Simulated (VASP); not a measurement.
Write the native input for VASP 6.6.1 that does the following.

| Item | Value |
| --- | --- |
| Task | single point |
| Functional | PBEsol |
| Potentials or basis | VASP PAW PBE potentials, release 64 (Ge_d) |
| Cutoff | 520 eV |
| k mesh | 11 × 11 × 3 |
| Occupations | gaussian, width 0.15 eV |
| Spin | no spin polarisation |
| Dipole correction | no |
| Further INCAR settings | ALGO = Normal; EDIFF = 1e-07; NBANDS = 66 |

The structure of Ge lies in POSCAR:

```
Ge
1.0
   -2.0020822485     -3.4677081753      0.0000000000
    2.0020822485     -3.4677081753      0.0000000000
    0.0000000000      0.0000000000     19.1450496104
Ge
8
Direct
    0.0000000000      0.0000000000      0.1076643920
    0.0000000000      0.0000000000      0.2356371371
    0.0000000000      0.0000000000      0.4509659210
    0.0000000000      0.0000000000      0.5789386662
    0.6666666667      0.6666666667      0.0646362855
    0.3333333333      0.3333333333      0.2786652436
    0.3333333333      0.3333333333      0.4079378145
    0.6666666667      0.6666666667      0.6219667726
```

One way to write it, as run:

INCAR

```
SYSTEM = Ge
ALGO = Normal
EDIFF = 1E-7
ENCUT = 520
GGA = PS
ISIF = 2
ISMEAR = 0
LASPH = .True.
LCHARG = .False.
LREAL = .False.
LWAVE = .False.
NBANDS = 66
NELM = 100
PREC = Accurate
SIGMA = 0.15
```

KPOINTS

```
k-points
0
Gamma
  11 11 3
  0 0 0
```

Potentials or basis: VASP PAW PBE potentials, release 64 (Ge_d).

Run with:

```console
$ cat potpaw_PBE.64/Ge_d/POTCAR > POTCAR
$ mpirun -np 1 vasp_std > vasp.out
```

Results of the run:

* Largest force: 0.315 eV/Å
* Band gap on the k mesh: zero (band 56 reaches 1.81 eV, above the bottom of band 57 at 1.31 eV)

Caveat: the PAW data sets were made with another functional, which shifts forces and pressure a little.

Run time: 13 min on 1 thread of Oxide Virtual Turin-like Processor (shared host), peak memory 0.54 GiB.
